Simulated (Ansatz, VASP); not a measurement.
One calculation of Ti, two programs

```
Ti
1.0
     0.00000    2.05648    2.05648
     2.05648    0.00000    2.05648
     2.05648    2.05648    0.00000
Ti
1
Cartesian
  0.0000 0.0000 0.0000
```

Alike in both runs: task single point; functional LDA; k mesh 14 × 14 × 14; occupations fermi-dirac, width 0.05 eV; no spin polarisation.

|  | VASP | Ansatz |
| --- | --- | --- |
| version | VASP 6.6.1 | Ansatz 0.2.0 |
| potentials or method | VASP PAW LDA potentials, release 64 (Ti_sv), cutoff 500 eV | all-electron LAPW, scalar-relativistic |

|  | VASP | Ansatz | Ansatz less VASP |
| --- | --- | --- | --- |
| pressure (GPa) | -8.8 | -8.7 | +0.14 |

LDA's correlation is that of Perdew and Zunger in VASP and of Perdew and Wang (1992) in Ansatz. Ansatz ran all-electron here, and VASP with PAW potentials.
